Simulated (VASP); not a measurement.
# SbSe2 (P6mm) in VASP: a series of runs, part 2 of 3

VASP 6.6.1. Earlier steps stand in the parts before.

## Step 4: Single point, PBE

This run uses another cell than the first one, of 25.73 Å³/atom, 1.299 times its volume.

INCAR

```
ALGO = Normal
EDIFF = 1E-7
ENCUT = 520
GGA = PE
ISIF = 2
ISMEAR = 0
LASPH = True
LCHARG = False
LREAL = False
LWAVE = False
NBANDS = 16
NELM = 80
PREC = Accurate
SIGMA = 0.1
```

KPOINTS

```
k-points
0
Gamma
  6 6 6
```

POSCAR

```
SbSe2
1.0
    4.9127420396      0.0000000000      0.0000000000
   -2.4563710198      4.2545594086      0.0000000000
    0.0000000000      0.0000000000      3.6930134765
Sb Se
1 2
Direct
    0.0000000000      0.0000000000      0.7873169092
    0.3333333333      0.6666666667      0.5177402055
    0.6666666667      0.3333333333      0.5177402055
```

Potentials or basis: VASP PAW PBE potentials, release 64 (Sb, Se).

Started as:

```bash
cat potpaw_PBE.64/Sb/POTCAR potpaw_PBE.64/Se/POTCAR > POTCAR
mpirun -np 1 vasp_std > vasp.out
```

OUTCAR:

```text
EDIFF = 1E-7
   ENCUT = 520
   GGA = PE
   ISIF = 2
   ISMEAR = 0
   LASPH = True
   LREAL = False
   NELM = 80
   PREC = Accurate

 ion  position               nearest neighbor table
   1  0.000  0.000  0.787-   2 3.01   3 3.01   3 3.01   2 3.01   3 3.01   2 3.01
   2  0.333  0.667  0.518-   1 3.01   1 3.01   1 3.01
   3  0.667  0.333  0.518-   1 3.01   1 3.01   1 3.01

  LATTYP: Found a hexagonal cell.
 ALAT       =     4.9127420396
 C/A-ratio  =     0.7517214311

  Lattice vectors:

 A1 = (   4.9127420396,   0.0000000000,   0.0000000000)
 A2 = (  -2.4563710198,   4.2545594086,   0.0000000000)
 A3 = (   0.0000000000,   0.0000000000,   3.6930134765)

Analysis of symmetry for initial positions (statically):
=====================================================================
 Subroutine PRICEL returns:
 Original cell was already a primitive cell.

 Routine SETGRP: Setting up the symmetry group for a
 hexagonal supercell.

[... 161 lines left out ...]
 Free energy of the ion-electron system (eV)
  ---------------------------------------------------
  ext. energy  EPLUGINS =         0.00000000
  ---------------------------------------------------
  free energy    TOTEN  =       -10.28500484 eV

  energy without entropy =      -10.27826589  energy(sigma->0) =      -10.28163536

 E-fermi :   5.1268     XC(G=0):  -9.6758

 val. band max:        5.1217665293   @ k =   0.3333  -0.0000   0.0000
 cond. band min:       5.1458113177   @ k =   0.1667  -0.0000   0.1667
 fundamental gap:      0.0240447884
 Fermi energy:         5.1268102489

 k-point     1 :       0.0000    0.0000    0.0000
  band No.  band energies     occupation
      1      -9.8081      2.00000
      2      -5.9704      2.00000
      3      -2.9907      2.00000
      4       0.6590      2.00000
      5       0.6590      2.00000
      6       1.7012      2.00000
[... 433 lines left out ...]
      3      -3.4677      2.00000
      4       0.0213      2.00000
      5       0.1527      2.00000
      6       1.9887      2.00000
[... 8 lines left out ...]
     15      13.4658      0.00000
     16      14.4022      0.00000

 [... further k-points ...]
[... 5 lines left out ...]
  --------------------------------------------------------------------------------------
  -------------------------------------------------------------------------------------
  Total       -0.1039267     -0.1039267     -0.0995945      0.0000000      0.0000000      0.0000000
  in kB       -2.1571396     -2.1571396     -2.0672200      0.0000000      0.0000000      0.0000000
  external PRESSURE =      -2.1271664 kB  Pullay stress =       0.0000000 kB

 VOLUME and BASIS-vectors are now :
 -----------------------------------------------------------------------------
  energy-cutoff  :      520.00
  volume of cell :       77.19
      direct lattice vectors                 reciprocal lattice vectors
     4.912742040  0.000000000  0.000000000     0.203552312  0.117520982  0.000000000
    -2.456371020  4.254559409  0.000000000     0.000000000  0.235041964  0.000000000
     0.000000000  0.000000000  3.693013477     0.000000000  0.000000000  0.270781573

 POSITION                                       TOTAL-FORCE (eV/Angst)
 -----------------------------------------------------------------------------------
      0.00000      0.00000      2.90757         0.000000     -0.000000     -0.024885
     -0.00000      2.83637      1.91202        -0.000000      0.000000      0.012442
      2.45637      1.41819      1.91202         0.000000     -0.000000      0.012442
 -----------------------------------------------------------------------------------
    total drift:                                0.000000      0.000000     -0.000581

  FREE ENERGIE OF THE ION-ELECTRON SYSTEM (eV)
  ---------------------------------------------------
  free  energy   TOTEN  =       -10.2850048372 eV

  energy  without entropy=      -10.2782658909  energy(sigma->0) =      -10.28163536
```

OSZICAR:

```text
N       E                     dE             d eps       ncg     rms          rms(c)
DAV:   1     0.761062066192E+02    0.76106E+02   -0.58857E+03   896   0.833E+02
DAV:   2    -0.530034155245E+01   -0.81407E+02   -0.74604E+02  1256   0.150E+02
DAV:   3    -0.104735508614E+02   -0.51732E+01   -0.51364E+01  1048   0.428E+01
DAV:   4    -0.105142933954E+02   -0.40743E-01   -0.40739E-01  1168   0.451E+00
DAV:   5    -0.105147152908E+02   -0.42190E-03   -0.42189E-03  1136   0.460E-01    0.505E+00
DAV:   6    -0.102872775584E+02    0.22744E+00   -0.29937E-01   976   0.301E+00    0.303E+00
DAV:   7    -0.102853898273E+02    0.18877E-02   -0.51615E-02  1168   0.116E+00    0.143E+00
DAV:   8    -0.102849276847E+02    0.46214E-03   -0.69868E-03  1096   0.476E-01    0.204E-01
DAV:   9    -0.102849832903E+02   -0.55606E-04   -0.50079E-04  1176   0.146E-01    0.575E-02
DAV:  10    -0.102850018885E+02   -0.18598E-04   -0.14818E-04  1048   0.701E-02    0.150E-02
DAV:  11    -0.102850046635E+02   -0.27750E-05   -0.84307E-06  1176   0.176E-02    0.471E-03
DAV:  12    -0.102850048614E+02   -0.19793E-06   -0.97142E-07  1144   0.652E-03    0.156E-03
DAV:  13    -0.102850048372E+02    0.24218E-07   -0.73073E-08   904   0.179E-03
   1 F= -.10285005E+02 E0= -.10281635E+02  d E =-.673895E-02
```

It took 18 s on 1 thread of AMD EPYC 9R45 (Zen 5), shared host; peak memory 0.18 GiB.

What came out:

```
Free energy   : -10.2850 eV
Pressure      : -0.2 GPa
Largest force : 0.025 eV/Å
```

Forces on the atoms (eV/Å):
```
Sb   0.000  0.000 -0.025
Se   0.000  0.000  0.012
Se   0.000  0.000  0.012
```

Caveat: spin-orbit coupling is left out, which moves the levels of the heavy elements.

(Part 2 of 3 ends here.)
